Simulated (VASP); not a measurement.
# ZnO (P6_3mc) in VASP: a series of runs

The runs below take ZnO through single point, with RPBE+D3(BJ), revPBE, revPBE+D4.

Everything below comes from runs of VASP 6.6.1. Logs are shortened: lines on timing, memory, paths and dates and some standing lists are left out, and cuts for length are marked.

**What was measured.**

From “Electronic structure of alkaline earth and post-transition metal oxides”, 2009, arxiv:0908.1581, for a bulk crystal of ZnO: band gap 3.37 eV.

The runs below are set against these values where they give the same quantity.

**1. The cell of the first run**

It takes space group P6_3mc (No. 186, hexagonal). The conventional cell has a = 3.249 Å, b = 3.249 Å, c = 5.206 Å, α = 90.00°, β = 90.00°, γ = 120.00°. Zn (site symmetry 3m) has 4 O at 1.97 to 1.98 Å within 2.6 Å. Within 2.6 Å of O (site symmetry 3m) lie 4 Zn at 1.97 to 1.98 Å.

**2. Single point, RPBE+D3(BJ)**

Input file INCAR:

```
SYSTEM = ZnO
PREC = Accurate
ENCUT = 1340
EDIFF = 1E-6
ISMEAR = -1
SIGMA = 0.05
LREAL = .FALSE.
LASPH = .TRUE.
NELM = 120
ALGO = Normal
ISIF = 2
LWAVE = .FALSE.
LCHARG = .TRUE.
GGA = RP
IVDW = 12
LELF = .TRUE.
LVHAR = .TRUE.
NBANDS = 26
GGA_COMPAT = .FALSE.
```

Input file KPOINTS:

```
regular mesh
0
G
  9 9 5
  0 0 0
```

Input file POSCAR:

```
ZnO
1.0
    3.2493080000      0.0000000000      0.0000000000
   -1.6246540000      2.8139832727      0.0000000000
    0.0000000000      0.0000000000      5.2057090000
Zn O
2 2
Direct
    0.6666666667      0.3333333333      0.0000000000
    0.3333333333      0.6666666667      0.5000000000
    0.3333333333      0.6666666667      0.8790100000
    0.6666666667      0.3333333333      0.3790100000
```

Potentials or basis: VASP PAW PBE potentials, release 64 (Zn, O_h).

On the command line:

```
> cat potpaw_PBE.64/Zn/POTCAR potpaw_PBE.64/O_h/POTCAR > POTCAR
> mpirun -np 1 vasp_std > vasp.out
```

OUTCAR:

```text
SYSTEM = ZnO
   PREC = Accurate
   ENCUT = 1340
   EDIFF = 1E-6
   ISMEAR = -1
   LREAL = .FALSE.
   LASPH = .TRUE.
   NELM = 120
   ISIF = 2
   GGA = RP
   IVDW = 12
 IVDW          = 12

 ion  position               nearest neighbor table
   1  0.667  0.333  0.000-   4 1.97   3 1.98   3 1.98   3 1.98
   2  0.333  0.667  0.500-   3 1.97   4 1.98   4 1.98   4 1.98
   3  0.333  0.667  0.879-   2 1.97   1 1.98   1 1.98   1 1.98
   4  0.667  0.333  0.379-   1 1.97   2 1.98   2 1.98   2 1.98

  LATTYP: Found a hexagonal cell.
 ALAT       =     3.2493080000
 C/A-ratio  =     1.6020977390

  Lattice vectors:

 A1 = (   3.2493080000,   0.0000000000,   0.0000000000)
 A2 = (  -1.6246540000,   2.8139832727,   0.0000000000)
 A3 = (   0.0000000000,   0.0000000000,   5.2057090000)

Analysis of symmetry for initial positions (statically):
=====================================================================
 Subroutine PRICEL returns:
 Original cell was already a primitive cell.

 Routine SETGRP: Setting up the symmetry group for a
 hexagonal supercell.

 Subroutine GETGRP returns: Found 12 space group operations
 (whereof  6 operations were pure point group operations)
 out of a pool of 24 trial point group operations.

The static configuration has the point symmetry C_3v.
 The point group associated with its full space group is C_6v.

Analysis of symmetry for dynamics (positions and initial velocities):
=====================================================================
 Subroutine PRICEL returns:
 Original cell was already a primitive cell.

 Routine SETGRP: Setting up the symmetry group for a
 hexagonal supercell.

 Subroutine GETGRP returns: Found 12 space group operations
 (whereof  6 operations were pure point group operations)
 out of a pool of 24 trial point group operations.

The dynamic configuration has the point symmetry C_3v.
 The point group associated with its full space group is C_6v.

 Subroutine INISYM returns: Found 12 space group operations
 (whereof  6 operations are pure point group operations),
 and found     1 'primitive' translations

----------------------------------------------------------------------------------------

                                     Primitive cell

  volume of cell :      47.5984

  direct lattice vectors                    reciprocal lattice vectors
     3.249308000  0.000000000  0.000000000     0.307757836  0.177684070  0.000000000
    -1.624654000  2.813983273  0.000000000     0.000000000  0.355368139  0.000000000
     0.000000000  0.000000000  5.205709000     0.000000000  0.000000000  0.192096792

  length of vectors
     3.249308000  3.249308000  5.205709000     0.355368139  0.355368139  0.192096792

  position of ions in fractional coordinates (direct lattice)
     0.666666667  0.333333333  0.000000000
     0.333333333  0.666666667  0.500000000
     0.333333333  0.666666667  0.879010000
     0.666666667  0.333333333  0.379010000

  ion indices of the primitive-cell ions
   primitive index   ion index
                 1           1
                 2           2
                 3           3
                 4           4

----------------------------------------------------------------------------------------

 KPOINTS: regular mesh

Automatic generation of k-mesh.
 Grid dimensions read from file:
 generate k-points for:    9    9    5

 Generating k-lattice:

  Cartesian coordinates                     Fractional coordinates (reciprocal lattice)
     0.034195315  0.019742674  0.000000000     0.111111111  0.000000000  0.000000000
     0.000000000  0.039485349  0.000000000     0.000000000  0.111111111  0.000000000
     0.000000000  0.000000000  0.038419358     0.000000000  0.000000000  0.200000000

  Length of vectors
     0.039485349  0.039485349  0.038419358

  Shift w.r.t. Gamma in fractional coordinates (k-lattice)
     0.000000000  0.000000000  0.000000000

 Subroutine IBZKPT returns following result:
 ===========================================

 Found     36 irreducible k-points:

 Following reciprocal coordinates:
            Coordinates               Weight
  0.000000  0.000000  0.000000      1.000000
  0.111111  0.000000  0.000000      6.000000
  0.222222  0.000000  0.000000      6.000000
  0.333333  0.000000  0.000000      6.000000
  0.444444  0.000000  0.000000      6.000000
  0.111111  0.111111  0.000000      6.000000
[... 16 lines left out ...]
  0.333333  0.222222  0.200000     24.000000
  0.333333  0.333333  0.200000      4.000000
 [... further k-points ...]
   k-points           NKPTS =     36   k-points in BZ     NKDIM =     36   number of bands    NBANDS=     26
   number of dos      NEDOS =    301   number of ions     NIONS =      4
   total plane-waves  NPLWV = 102400
   dimension x,y,z NGX =    40 NGY =   40 NGZ =   64
   dimension x,y,z NGXF=    80 NGYF=   80 NGZF=  128
   ions per type =               2   2
   NGX,Y,Z   is equivalent  to a cutoff of  20.47, 20.47, 20.44 a.u.
   NGXF,Y,Z  is equivalent  to a cutoff of  40.93, 40.93, 40.88 a.u.
 SYSTEM =  ZnO
   PREC   = accura    normal or accurate (medium, high low for compatibility)
   ISTART =      0    job   : 0-new  1-cont  2-samecut
   ICHARG =      2    charge: 1-file 2-atom 10-const
   ISPIN  =      1    spin polarized calculation?
   LNONCOLLINEAR =      F non collinear calculations
   LSORBIT =      F    spin-orbit coupling
   LASPH  =      T    aspherical Exc in radial PAW
   ENCUT  = 1340.0 eV  98.49 Ry    9.92 a.u.   9.70  9.70 15.54*2*pi/ulx,y,z
   NELM   =    120;   NELMIN=  2; NELMDL= -5     # of ELM steps
   EDIFF  = 0.1E-05   stopping-criterion for ELM
   LREAL  =      F    real-space projection
   EDIFFG = 0.1E-04   stopping-criterion for IOM
   NSW    =      0    number of steps for IOM
   IBRION =     -1    ionic relax: 0-MD 1-quasi-New 2-CG
   NFREE  =      0    steps in history (QN), initial steepest desc. (CG)
   ISIF   =      2    stress and relaxation
   ISYM   =      2    0-nonsym 1-usesym 2-fastsym
   POTIM  = 0.5000    time-step for ionic-motion
   TEBEG  =    0.0;   TEEND  =   0.0 temperature during run
   PSTRESS=    0.0 pullay stress
   NELECT =      36.0000    total number of electrons
   NUPDOWN=      -1.0000    fix difference up-down
   EMIN   =  10.00;   EMAX   =-10.00  energy-range for DOS
   EFERMI =   0.00;   METHOD = LEGACY
   ISMEAR =    -1;   SIGMA  =   0.05  broadening in eV -4-tet -1-fermi 0-gaus
   EFERMI_NEDOS =   21; number of points for ismear=-14 and -15
   IALGO  =     38    algorithm
   IMIX   =      4    mixing-type and parameters
     AMIX     =   0.40;   BMIX     =  1.00
     AMIX_MAG =   1.60;   BMIX_MAG =  1.00
  volume/ion in A,a.u.               =      11.90        80.30
  Fermi-wavevector in a.u.,A,eV,Ry     =   1.491574  2.818667 30.270160  2.224794
  Thomas-Fermi vector in A             =   2.604212
   LORBIT       =      0    0 simple, 1 ext, 2 COOP (PROOUT), +10 PAW based schemes
   GGA     = RP    functional components
   LHFCALC =     F    Hartree Fock is set to
   AEXX    =    0.0000 exact exchange contribution
   IVDW    =    12    specifies the selected vdW correction
   LEPSILON=     F    determine dielectric tensor
   LRPA    =     F    only Hartree local field effects (RPA)
 non-spin polarized calculation
  energy-cutoff  :     1340.00
  volume of cell :       47.60
 maximum number of plane-waves:      5335
 NGX is ok and might be reduce to    40
   NGX = 19   NGY = 19   NGZ = 31

 number of electron      36.0000001 magnetization

 Free energy of the ion-electron system (eV)
  ---------------------------------------------------
  ext. energy  EPLUGINS =         0.00000000
  ---------------------------------------------------
  free energy    TOTEN  =       -16.27256100 eV

  energy without entropy =      -16.27255929  energy(sigma->0) =      -16.27256014

 E-fermi :   2.1841     XC(G=0): -10.6567

 val. band max:        1.7023545490   @ k =   0.0000   0.0000   0.0000
 cond. band min:       2.5850290170   @ k =   0.0000   0.0000   0.0000
 fundamental gap:      0.8826744680
 Fermi energy:         2.1841395941

 k-point     1 :       0.0000    0.0000    0.0000
  band No.  band energies     occupation
      1     -16.4687      2.00000
      2     -15.7536      2.00000
      3      -3.9686      2.00000
      4      -3.9686      2.00000
      5      -3.9284      2.00000
      6      -3.8869      2.00000
[... 18 lines left out ...]
     25      15.9286      0.00000
     26      15.9286      0.00000

 k-point     2 :       0.1111    0.0000    0.0000
  band No.  band energies     occupation
      1     -16.4031      2.00000
      2     -15.7252      2.00000
      3      -4.0442      2.00000
      4      -3.9302      2.00000
      5      -3.8873      2.00000
      6      -3.8144      2.00000
[... 18 lines left out ...]
     25      16.0703      0.00000
     26      16.0838      0.00000

 k-point     3 :       0.2222    0.0000    0.0000
  band No.  band energies     occupation
      1     -16.2279      2.00000
      2     -15.6577      2.00000
      3      -4.1876      2.00000
      4      -3.8700      2.00000
      5      -3.8405      2.00000
      6      -3.7367      2.00000
[... 18 lines left out ...]
     25      15.3416      0.00000
     26      16.0440      0.00000

 k-point     4 :       0.3333    0.0000    0.0000
  band No.  band energies     occupation
      1     -16.0054      2.00000
      2     -15.5956      2.00000
      3      -4.2648      2.00000
      4      -3.9131      2.00000
      5      -3.7589      2.00000
      6      -3.5658      2.00000
[... 18 lines left out ...]
     25      15.1956      0.00000
     26      15.8838      0.00000
[... 496 lines left out ...]
      1     -15.8649      2.00000
      2     -15.6062      2.00000
      3      -4.1197      2.00000
      4      -4.0411      2.00000
      5      -3.6757      2.00000
      6      -3.6430      2.00000
[... 18 lines left out ...]
     25      13.8955      0.00000
     26      17.1368      0.00000

 k-point    23 :       0.3333    0.2222    0.2000
  band No.  band energies     occupation
      1     -15.7256      2.00000
      2     -15.5980      2.00000
      3      -4.0563      2.00000
      4      -3.8817      2.00000
      5      -3.7148      2.00000
      6      -3.5056      2.00000
[... 18 lines left out ...]
     25      14.7086      0.00000
     26      16.1679      0.00000

 k-point    24 :       0.3333    0.3333    0.2000
  band No.  band energies     occupation
      1     -15.6366      2.00000
      2     -15.6366      2.00000
      3      -3.9700      2.00000
      4      -3.7624      2.00000
      5      -3.7624      2.00000
      6      -3.3951      2.00000
[... 18 lines left out ...]
     25      15.4155      0.00000
     26      16.3902      0.00000

 [... further k-points ...]

------------------------ aborting loop because EDIFF is reached ----------------------------------------

 Edisp (eV)   -3.34999

 E8    (eV) :    -1.8787

  FORCE on cell =-STRESS in cart. coord.  units (eV):
  Direction    XX          YY          ZZ          XY          YZ          ZX
  --------------------------------------------------------------------------------------
  -------------------------------------------------------------------------------------
  Total      -1.51372    -1.51372    -1.11454     0.00000     0.00000     0.00000
  in kB     -50.95236   -50.95236   -37.51583     0.00000     0.00000     0.00000
  external pressure =      -46.47 kB  Pullay stress =        0.00 kB

 VOLUME and BASIS-vectors are now :
 -----------------------------------------------------------------------------
  energy-cutoff  :     1340.00
  volume of cell :       47.60
      direct lattice vectors                 reciprocal lattice vectors
     3.249308000  0.000000000  0.000000000     0.307757836  0.177684070  0.000000000
    -1.624654000  2.813983273  0.000000000     0.000000000  0.355368139  0.000000000
     0.000000000  0.000000000  5.205709000     0.000000000  0.000000000  0.192096792

 POSITION                                       TOTAL-FORCE (eV/Angst)
 -----------------------------------------------------------------------------------
      1.62465      0.93799      0.00000        -0.000000      0.000000     -0.092055
     -0.00000      1.87599      2.60285        -0.000000     -0.000000     -0.092055
     -0.00000      1.87599      4.57587         0.000000     -0.000000      0.092055
      1.62465      0.93799      1.97302        -0.000000     -0.000000      0.092055
 -----------------------------------------------------------------------------------
    total drift:                                0.000000     -0.000000     -0.000164

  FREE ENERGIE OF THE ION-ELECTRON SYSTEM (eV)
  ---------------------------------------------------
  free  energy   TOTEN  =       -19.6225552311 eV

  energy  without entropy=      -19.6225535255  energy(sigma->0) =      -19.62255438
```

It took 1.8 min on 1 thread of AMD EPYC 9R45 (Zen 5), shared host; peak memory 0.36 GiB.

Results:

```
Free energy                : -19.6226 eV
Pressure                   : -4.6 GPa
Largest force              : 0.092 eV/Å
Band gap on the k mesh     : 0.88 eV
Dispersion energy per atom : -0.837 eV
```

Forces on the atoms (eV/Å):
```
Zn   0.000  0.000 -0.092
Zn   0.000  0.000 -0.092
O    0.000  0.000  0.092
O    0.000  0.000  0.092
```

Levels at points of the mesh, in eV from the valence-band top:
| k point | band 14 | band 15 | band 16 | band 17 | band 18 | band 19 | band 20 | band 21 | band 22 | band 23 |
| --- | --- | --- | --- | --- | --- | --- | --- | --- | --- | --- |
| (0.00, 0.00, 0.00) | -0.81 | -0.81 | -0.07 | 0.00 | 0.00 | 0.88 | 5.31 | 8.38 | 12.96 | 12.96 |

Caveat: the cell stands under tension; the PAW data sets were made with another functional, which shifts forces and pressure a little. A hybrid or GW would open this gap; RPBE tends to underestimate it.

**3. Single point, revPBE**

This run uses another cell than the first one, of 11.42 Å³/atom.

Input file INCAR:

```
SYSTEM = ZnO
  ALGO = Normal
  EDIFF = 1E-6
  ENCUT = 1340
  GGA = RE
  GGA_COMPAT = .FALSE.
  ISIF = 2
  ISMEAR = -1
  LASPH = .TRUE.
  LCHARG = .TRUE.
  LELF = .TRUE.
  LREAL = .FALSE.
  LVHAR = .TRUE.
  LWAVE = .FALSE.
  NBANDS = 26
  NELM = 120
  PREC = Accurate
  SIGMA = 0.05
```

Input file KPOINTS:

```
k-points
0
G
  9 9 5
  0 0 0
```

Input file POSCAR:

```
ZnO
1.0
    3.2053930491      0.0000000000      0.0000000000
   -1.6026965246      2.7759518096      0.0000000000
    0.0000000000      0.0000000000      5.1353529565
Zn O
2 2
Direct
    0.6666666667      0.3333333333      0.0000000000
    0.3333333333      0.6666666667      0.5000000000
    0.3333333333      0.6666666667      0.8790100000
    0.6666666667      0.3333333333      0.3790100000
```

Potentials or basis: VASP PAW PBE potentials, release 64 (Zn, O_h).

On the command line:

```
> cat potpaw_PBE.64/Zn/POTCAR potpaw_PBE.64/O_h/POTCAR > POTCAR
> mpirun -np 1 vasp_std > vasp.out
```

Run time: 2.4 min. Hardware: 1 thread of Intel Xeon Platinum 8259CL at 2.50GHz (Skylake/Cascade Lake), shared host; peak memory 0.38 GiB.

The run converged. Its results:

```
Free energy            : -16.3391 eV
Pressure               : 16.3 GPa
Largest force          : 0.094 eV/Å
Band gap on the k mesh : 0.91 eV
```

Forces on the atoms (eV/Å):
```
Zn   0.000  0.000 -0.094
Zn   0.000  0.000 -0.094
O    0.000  0.000  0.094
O    0.000  0.000  0.094
```

Stress tensor (GPa, compression positive):
```
15.65  0.00  0.00
 0.00 15.65  0.00
 0.00  0.00 17.59
```

Levels at points of the mesh, in eV from the valence-band top:
```csv
k point,band 15,band 16,band 17,band 18,band 19,band 20,band 21,band 22
"(0.00, 0.00, 0.00)",-0.86,-0.08,0.00,0.00,0.91,5.44,8.48,13.13
```

Caveat: the cell stands under pressure; the PAW data sets were made with another functional, which shifts forces and pressure a little. revPBE gaps usually lie below the measured ones, often by a third to a half.

**4. Single point, revPBE+D4**

This run uses another cell than the first one, of 12.14 Å³/atom.

Input file INCAR:

```
ALGO = Normal ; EDIFF = 1E-6
ENCUT = 1340 ; GGA = RE
GGA_COMPAT = F ; ISIF = 2
ISMEAR = -1 ; IVDW = 13
LASPH = T ; LCHARG = F
LREAL = F ; LWAVE = F
NBANDS = 26 ; NELM = 120
PREC = Accurate ; SIGMA = 0.05
```

Input file KPOINTS:

```
k-points
0
Gamma
  9 9 5
```

Input file POSCAR:

```
ZnO
1.0
    3.2708272232      0.0000000000      0.0000000000
   -1.6354136116      2.8326194666      0.0000000000
    0.0000000000      0.0000000000      5.2401848988
Zn O
2 2
Direct
    0.6666666667      0.3333333333      0.0000000000
    0.3333333333      0.6666666667      0.5000000000
    0.3333333333      0.6666666667      0.8790100000
    0.6666666667      0.3333333333      0.3790100000
```

On the command line:

```
> cat potpaw_PBE.64/Zn/POTCAR potpaw_PBE.64/O_h/POTCAR > POTCAR
> mpirun -np 1 vasp_std > vasp.out
```

Wall time 2.4 min (1 thread of Intel Xeon Platinum 8259CL at 2.50GHz (Skylake/Cascade Lake), shared host); peak memory 0.4 GiB.

The run converged. Its results:

- Free energy: -18.3478 eV
- Pressure: -0.6 GPa
- Largest force: 0.064 eV/Å
- Band gap on the k mesh: 0.83 eV
- Dispersion energy per atom: -0.452 eV

Forces on the atoms (eV/Å):
```
Zn   0.000  0.000 -0.064
Zn   0.000  0.000 -0.064
O    0.000  0.000  0.064
O    0.000  0.000  0.064
```

Stress tensor (GPa, compression positive):
```
-1.19  0.00  0.00
 0.00 -1.19  0.00
 0.00  0.00  0.50
```

Levels at points of the mesh, in eV from the valence-band top:
```tsv
k point	band 16	band 17	band 18	band 19	band 20	band 21
(0.00, 0.00, 0.00)	-0.06	0.00	0.00	0.83	5.21	8.28
```

Caveat: the PAW data sets were made with another functional, which shifts forces and pressure a little.

**5. Summary**

```tsv
level	cell	gap on the mesh (eV)	pressure (GPa)	largest force (eV/Å)
RPBE+D3(BJ)	a = 3.249, b = 3.249, c = 5.206 Å, angles 90.0, 90.0, 120.0°, 4 atoms	0.88	-4.6	0.09
revPBE	a = 3.205, b = 3.205, c = 5.135 Å, angles 90.0, 90.0, 120.0°, 4 atoms	0.91	16.3	0.09
revPBE+D4	a = 3.271, b = 3.271, c = 5.240 Å, angles 90.0, 90.0, 120.0°, 4 atoms	0.83	-0.6	0.06
```

Alike in all rows: task single point; potentials or basis VASP PAW PBE potentials, release 64 (Zn, O_h); no spin polarisation; k mesh 9 × 9 × 5; cutoff (eV) 1340; smearing fermi-dirac 0.05 eV.

Caveats: the PAW data sets were made with another functional, which shifts forces and pressure a little; the cell stands under tension (at least some runs); the cell stands under pressure (at least some runs).

Total energies depend on the potentials used, so only differences within one code and one set of settings carry meaning.

**6. Against experiment**

Step 4. A measured gap of ZnO is 3.37 eV (quoted in “Electronic structure of alkaline earth and post-transition metal oxides”, 2009, arxiv:0908.1581); the calculated 0.83 eV misses it by -2.54 eV. So large a miss can be the level of theory's own, or it may mean another phase, state or a wrong row. The value is that of revPBE+D4, without temperature or zero-point motion. Semilocal functionals fall short of measured gaps as a rule.
